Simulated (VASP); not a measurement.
A run of VASP 6.6.1 is set up as follows.

File INCAR:

```
ALGO = Normal ; EDIFF = 1E-7
ENCUT = 520 ; GGA = PE
ISIF = 2 ; ISMEAR = -1
LASPH = True ; LCHARG = False
LREAL = Auto ; LWAVE = False
NBANDS = 46 ; NELM = 80
PREC = Accurate ; SIGMA = 0.02
```

The input KPOINTS:

```
Automatic mesh
0
Gamma
  2 2 2
  0.5 0.5 0.5
```

Contents of POSCAR:

```
SiC
1.0
    1.5379991032      2.6638925888     -5.0480000000
    1.5379991032      2.6638925888      5.0480000000
    3.0759982064     -5.3277851775      0.0000000000
Si C
8 8
Direct
    0.1328486172      0.1384641085      0.3216803798
    0.1529200982      0.1486263185      0.8312693018
    0.6458558625      0.6393978593      0.3263532230
    0.6570562303      0.6516976724      0.8245465378
    0.0720952030      0.5720595453      0.6662031110
    0.0691888238      0.5769576432      0.1643812120
    0.5836373350      0.0747484681      0.6756646414
    0.5723617648      0.0720236111      0.1632461517
    0.9627111326      0.3512208394      0.3321854360
    0.9702305033      0.3456637442      0.8208183679
    0.4628045571      0.8381510310      0.3331609459
    0.4675395597      0.8378812792      0.8316665839
    0.8984727933      0.7653024288      0.6699871269
    0.8608908973      0.7409980685      0.1463814921
    0.3787524823      0.2492855647      0.6522565725
    0.3795374173      0.2516721242      0.1705814685
```

Potentials or basis: VASP PAW PBE potentials, release 64 (Si, C).

Launch:

```sh
$ cat potpaw_PBE.64/Si/POTCAR potpaw_PBE.64/C/POTCAR > POTCAR
$ mpirun -np 1 vasp_std > vasp.out
```

**Question.** What does it give for the band gap on the k mesh?

**Answer.** 3.00 eV.

**Question.** What does it give for the pressure?

**Answer.** 3.8 GPa.

**Question.** What does it give for the largest force?

**Answer.** 2.042 eV/Å.

Forces in eV/Å, atoms in the order of the input:
```
Si   0.847  0.388 -0.171
Si   0.901  1.312  0.197
Si   0.637  0.192  0.746
Si  -1.378 -0.219  0.377
Si   0.140  0.960 -0.293
Si  -0.332  0.208 -0.708
Si  -1.579  0.431  0.722
Si  -0.044 -1.079 -0.265
C   -0.629  0.105 -0.957
C    0.767 -1.815 -0.539
C    0.313  0.533 -0.328
C    0.300  0.402  0.050
C   -1.401 -0.511  0.788
C    1.600 -0.523 -0.301
C    0.714 -0.641  0.298
C   -0.856  0.256  0.381
```

Caveat: the k points lie up to 0.67 Å⁻¹ apart; forces of over 1 eV/Å act on the atoms, so gaps and moduli don't describe the material at rest. A k mesh can miss the band edges.
